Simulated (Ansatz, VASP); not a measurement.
## One calculation of BeS, two programs

File INCAR:

```
ALGO = Normal ; EDIFF = 1E-6
ENCUT = 520 ; GGA = PE
ISIF = 2 ; ISMEAR = -1
LASPH = True ; LCHARG = False
LREAL = False ; LWAVE = False
NBANDS = 11 ; NELM = 100
PREC = Accurate ; SIGMA = 0.05
```

The input KPOINTS:

```
k-points
0
Gamma
  12 12 12
```

Contents of POSCAR:

```
BeS
1.0
    0.0000000000      2.4047076016      2.4047076016
    2.4047076016      0.0000000000      2.4047076016
    2.4047076016      2.4047076016      0.0000000000
Be S
1 1
Direct
    0.0000000000      0.0000000000      0.0000000000
    0.2500000000      0.2500000000      0.2500000000
```

Input for Ansatz:

```yaml
crystal:
  lattice:
    - [0.0, 2.4047076016, 2.4047076016]
    - [2.4047076016, 0.0, 2.4047076016]
    - [2.4047076016, 2.4047076016, 0.0]
  atoms:
    - { symbol: Be, position: [0.0, 0.0, 0.0] }
    - { symbol: S, position: [0.25, 0.25, 0.25] }
kpoints:
  mp_grid: { grid: [12, 12, 12] }
scf:
  occupations: { method: fermi_dirac, width: 0.05 }
hamiltonian:
  xc: pbe
  pseudopotentials: { kind: all_electron, lapw: { basis_error: 0.001 } }
output:
  forces: true
  stress: true
  eigenvalues: true
```

Change from the starting cell: volume scaled by 0.96.

Alike in both runs: task single point; functional PBE; k mesh 12 × 12 × 12; occupations fermi-dirac, width 0.05 eV; no spin polarisation.

|  | VASP | Ansatz |
| --- | --- | --- |
| version | VASP 6.6.1 | Ansatz 0.2.0 |
| potentials or method | VASP PAW PBE potentials, release 64 (Be, S), cutoff 520 eV | all-electron LAPW, scalar-relativistic |

Ansatz gave:

* gap on the k mesh at the Fermi level (eV): 3.05
* pressure (GPa): 4.1

Which values does VASP return?

gap on the k mesh at the Fermi level (eV): 3.05; pressure (GPa): 4.2.

Ansatz ran all-electron here, and VASP with PAW potentials.
